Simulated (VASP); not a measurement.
KAgCl2:

```
K Ag Cl
1.0
     2.09824    1.21142    6.67169
    -2.09824    1.21142    6.67169
     0.00000   -2.42284    6.67169
K Ag Cl
1 1 2
Direct
  0.00000 0.00000 0.00000
  0.50000 0.50000 0.50000
  0.23835 0.23835 0.23835
  0.76165 0.76165 0.76165
```

Base run:

| Item | Value |
| --- | --- |
| Program | VASP 6.6.1 |
| Functional | PBE |
| Potentials or basis | VASP PAW PBE potentials, release 64 (K_sv, Ag, Cl) |
| Cutoff | 520 eV |
| k mesh | 8 × 8 × 8 |
| Occupations | gaussian, width 0.01 eV |
| Spin | no spin polarisation |

Its results: band gap on the k mesh 2.57 eV (least direct gap 2.69 eV); pressure 1.1 GPa; largest force 0.004 eV/Å.

Problem. The run is repeated on the same cell with these changes: functional from PBE to r2SCAN. What comes out?

Solution. Band gap on the k mesh 3.08 eV (least direct gap 3.19 eV); pressure 0.0 GPa; largest force 0.006 eV/Å.

Caveats: the PAW data sets were made with another functional, which shifts forces and pressure a little (at least some runs).

A k mesh can miss the band edges.
